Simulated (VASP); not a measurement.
CuI, 2 atoms in the cell. Symmetry: I-4m2, No. 119, tetragonal system. The conventional cell has a = 4.260 Å, b = 4.260 Å, c = 5.820 Å, α = 90.00°, β = 90.00°, γ = 90.00°. Within 3.4 Å of Cu (site symmetry -4m2) lie 4 I at 2.58 Å. Within 3.4 Å of I (site symmetry -4m2) lie 4 Cu at 2.58 Å.  This cell differs from its parent crystal: uniaxial x strain -3.4%.

| Property | Result |
| --- | --- |
| Program | VASP 6.6.1 |
| Task | single point |
| Functional | PBE |
| Potentials or basis | VASP PAW PBE potentials, release 64 (Cu, I) |
| Cutoff | 520 eV |
| k mesh | 8 × 8 × 8 |
| Occupations | fermi-dirac, width 0.02 eV |
| Spin | no spin polarisation |
| Dipole correction | no |
| Further INCAR settings | ALGO = Normal; EDIFF = 1e-06; NBANDS = 16 |

Potentials or basis: VASP PAW PBE potentials, release 64 (Cu, I).

Command:

```sh
$ cat potpaw_PBE.64/Cu/POTCAR potpaw_PBE.64/I/POTCAR > POTCAR
$ mpirun -np 1 vasp_std > vasp.out
```

Hardware: 1 thread of Intel(R) Xeon(R) Platinum 8259CL CPU @ 2.50GHz (Skylake/Cascade Lake), with other jobs on the host.

Q: Estimate the wall time of this run.

A: It took 44 s on 1 thread of Intel(R) Xeon(R) Platinum 8259CL CPU @ 2.50GHz (Skylake/Cascade Lake) (shared host), peak memory 0.2 GiB. Counts: scf iterations 14, k points 59.
